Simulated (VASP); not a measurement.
## MgHgO2: single point with r2SCAN

The system is MgHgO2.

```
Mg O Hg
1.0
     3.35363    0.00000    0.00000
     0.00000    3.35363    0.00000
     0.00000    0.00000    4.98859
Mg O Hg
1 2 1
Direct
  0.00000 0.00000 0.00000
  0.00000 0.50000 0.20232
  0.50000 0.00000 0.79768
  0.50000 0.50000 0.50000
```

```json
{
  "Program": "VASP 6.6.1",
  "Task": "single point",
  "Functional": "r2SCAN",
  "Potentials or basis": "VASP PAW PBE potentials, release 64 (Mg, O, Hg)",
  "Cutoff": "520 eV",
  "k mesh": "6 × 6 × 4",
  "Occupations": "fermi-dirac, width 0.02 eV",
  "Spin": "no spin polarisation"
}
```

* Pressure: 4.3 GPa
* Largest force: 0.211 eV/Å
* Band gap on the k mesh: 0.31 eV

Forces on the atoms (eV/Å):
```
Mg   0.000  0.000  0.000
O    0.000  0.000 -0.211
O    0.000  0.000  0.211
Hg   0.000  0.000  0.000
```

Stress tensor (GPa, compression positive):
```
4.07 0.00 0.00
0.00 4.07 0.00
0.00 0.00 4.80
```

Levels at points of the mesh, in eV from the valence-band top:
```tsv
k point	band 9	band 10	band 11	band 12	band 13	band 14	band 15	band 16	band 17	band 18
(0.00, 0.00, 0.00)	-2.16	-2.16	-1.07	0.00	0.00	0.31	6.57	10.08	11.69	13.15
(0.50, 0.00, 0.00)	-2.96	-1.85	-1.62	-1.47	-0.35	4.09	5.46	10.03	10.28	11.13
(0.50, 0.50, 0.00)	-2.51	-2.26	-1.68	-1.47	-1.47	5.66	5.66	5.78	10.48	12.45
(0.00, 0.00, 0.50)	-1.80	-1.80	-1.53	-0.28	-0.28	2.56	4.88	10.20	12.55	12.97
(0.50, 0.00, 0.50)	-3.93	-1.48	-0.89	-0.78	-0.22	3.48	5.65	8.63	9.51	12.93
(0.50, 0.50, 0.50)	-2.80	-2.52	-2.04	-2.04	-1.62	6.11	7.29	7.29	10.35	11.13
```

Run time: 2.2 min on 1 thread of Intel(R) Xeon(R) Platinum 8259CL CPU @ 2.50GHz (Skylake/Cascade Lake) (shared host), peak memory 0.2 GiB.

Caveat: the cell stands under pressure; the PAW data sets were made with another functional, which shifts forces and pressure a little; spin-orbit coupling is left out, which moves the levels of the heavy elements.
